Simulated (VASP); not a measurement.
The system is Sn2C.

```xyz
6
Lattice="3.5474 0.0000 0.0000 -1.7737 3.0722 0.0000 0.0000 0.0000 11.5031" Properties=species:S:1:pos:R:3 pbc="T T T"
Sn    0.0000    2.0481    1.8172
Sn    1.7737    1.0241    9.6859
Sn    1.7737    1.0241    4.4794
Sn    0.0000    2.0481    7.0237
C     0.0000    0.0000    0.6909
C     0.0000    0.0000   10.8122
```

- Program: VASP 6.6.1
- Task: relaxation of cell and atoms
- Functional: PBE
- Potentials or basis: VASP PAW PBE potentials, release 64 (Sn_d, C)
- Cutoff: 600 eV
- k mesh: 12 × 12 × 4
- Occupations: gaussian, width 0.1 eV
- Spin: no spin polarisation

At the start: pressure -0.0 GPa; volume 20.89 Å³/atom.

Task: How do energy, volume and symmetry change on relaxing?

Result: Over 33 steps the energy falls by 6.2 meV/atom and the volume is 20.86 Å³/atom (-0.2 %); space group P-3m1 (No. 164, to 0.1 Å) before and after.

The path:
| step | energy change (eV) | largest force (eV/Å) | pressure (GPa) | volume (Å³) |
| --- | --- | --- | --- | --- |
| 1 | 0.0000 | 0.2327 | 0.00 | 125.37 |
| 2 | -0.0107 | 0.4840 | -0.53 | 125.35 |
| 3 | -0.0108 | 0.5363 | -0.58 | 125.35 |
| 4 | -0.0169 | 0.4011 | -0.38 | 125.08 |
| 5 | -0.0249 | 0.1116 | 0.29 | 124.27 |
| 6 | -0.0249 | 0.1125 | 0.34 | 124.21 |
| 7 | -0.0261 | 0.1228 | 0.23 | 124.37 |
| 8 | -0.0286 | 0.1537 | -0.07 | 124.84 |
| 9 | -0.0280 | 0.3228 | -0.63 | 125.77 |
| 10 | -0.0293 | 0.1908 | -0.30 | 125.21 |
| 11 | -0.0302 | 0.1680 | -0.28 | 125.26 |
| 12 | -0.0318 | 0.1375 | -0.18 | 125.40 |
| 13 | -0.0305 | 0.3854 | 0.05 | 125.67 |
| 14 | -0.0320 | 0.1319 | -0.11 | 125.48 |
| 15 | -0.0326 | 0.1159 | -0.11 | 125.46 |
| 16 | -0.0341 | 0.1047 | -0.11 | 125.40 |
| 17 | -0.0358 | 0.0742 | -0.10 | 125.29 |
| 18 | -0.0359 | 0.0730 | -0.09 | 125.26 |
| 19 | -0.0363 | 0.1254 | 0.17 | 125.09 |
| 20 | -0.0364 | 0.0680 | 0.10 | 125.14 |
| 21 | -0.0368 | 0.0290 | 0.03 | 125.22 |
| 22 | -0.0370 | 0.0162 | -0.05 | 125.31 |
| 23 | -0.0370 | 0.0460 | 0.03 | 125.26 |
| 24 | -0.0370 | 0.0360 | 0.01 | 125.27 |
| 25 | -0.0371 | 0.0219 | 0.00 | 125.25 |
| 26 | -0.0372 | 0.0201 | -0.02 | 125.24 |
| 27 | -0.0372 | 0.0188 | 0.00 | 125.19 |
| 28 | -0.0372 | 0.0274 | 0.04 | 125.15 |
| 29 | -0.0372 | 0.0196 | 0.04 | 125.14 |
| 30 | -0.0373 | 0.0118 | 0.01 | 125.12 |
| 31 | -0.0373 | 0.0119 | 0.02 | 125.12 |
| 32 | -0.0373 | 0.0111 | 0.01 | 125.13 |
| 33 | -0.0373 | 0.0094 | 0.00 | 125.15 |

Final structure:
```
Sn C
1.0
     3.48870    0.00000    0.00000
    -1.74435    3.02130    0.00000
     0.00000    0.00000   11.87380
Sn C
4 2
Cartesian
  0.0000 2.0142 1.8486
  1.7444 1.0071 10.0252
  1.7444 1.0071 4.5267
  0.0000 2.0142 7.3471
  0.0000 0.0000 0.6906
  0.0000 0.0000 11.1832
```
